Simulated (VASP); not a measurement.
A run of VASP 6.6.1 is set up as follows.

The input INCAR:

```
PREC = Accurate
ENCUT = 600
EDIFF = 1E-8
ISMEAR = 0
SIGMA = 0.01
LREAL = False
LASPH = True
NELM = 80
ALGO = Normal
ISIF = 3
LWAVE = False
LCHARG = True
GGA = PS
NBANDS = 17
IBRION = 6
NFREE = 2
POTIM = 0.015
NSW = 1
```

File KPOINTS:

```
regular mesh
0
Gamma
  6 6 6
```

POSCAR

```
SnTe
1.0
    0.0000000000      3.6111460000      3.6111460000
    3.6111460000      0.0000000000      3.6111460000
    3.6111460000      3.6111460000      0.0000000000
Sn Te
1 1
Direct
    0.0000000000      0.0000000000      0.0000000000
    0.7500000000      0.7500000000      0.7500000000
```

Potentials or basis: VASP PAW PBE potentials, release 64 (Sn_d, Te).

Run with:

```bash
$ cat potpaw_PBE.64/Sn_d/POTCAR potpaw_PBE.64/Te/POTCAR > POTCAR
$ mpirun -np 1 vasp_std > vasp.out
```

Problem. What does it give for the elastic constants C11, C12, C44?

Solution. 25, 22, -8 GPa.

Problem. What does it give for the Voigt bulk modulus?

Solution. 23 GPa.

Problem. Estimate the highest phonon frequency at Γ, LO-TO splitting left out.

Solution. 100 cm⁻¹.

Clamped-ion elastic tensor (GPa):
```
25 22 22  0  0  0
22 25 22  0  0  0
22 22 25  0  0  0
 0  0  0  0  0  0
 0  0  0  0  0  0
 0  0  0  0  0  0
```

Caveat: the cell is under stress, which shifts elastic constants; the elastic tensor has a negative eigenvalue, so either the cell is unstable as it stands or the mesh is too thin; the PAW data sets were made with another functional, which shifts forces and pressure a little.
